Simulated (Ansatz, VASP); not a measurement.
One calculation of CsP2, two programs

```
Cs P
1.0
     3.51938    0.00000    0.00000
     0.00000    3.51938    0.00000
     0.00000    0.00000    6.19402
Cs P
1 2
Cartesian
  0.0000 0.0000 0.0000
  1.7597 0.0000 3.0970
  0.0000 1.7597 3.0970
```

Change from the starting cell: ordered vacancies on the cation sites of zinc blende (P-4m2, No. 115).

Alike in both runs: functional PBE; k mesh 6 × 6 × 4; occupations gaussian, width 0.1 eV; no spin polarisation.

Ansatz relaxed the structure, and its values are those at the end. VASP's run is a single point on that final structure, the one shown.

|  | VASP | Ansatz |
| --- | --- | --- |
| version | VASP 6.6.1 | Ansatz 0.2.0 |
| potentials or method | VASP PAW PBE potentials, release 64 (Cs_sv, P), cutoff 520 eV | scalar-relativistic, plane waves, PAW |
| valence electrons in the cell | 19 | 19 |

```tsv
	VASP	Ansatz	Ansatz less VASP
gap on the k mesh at the Fermi level (eV)	none	none	-
pressure (GPa)	0.1	0.0	-0.06
```

A gap of «none» marks a metal or a gap that the smearing closes.

Spin-orbit coupling is off throughout.
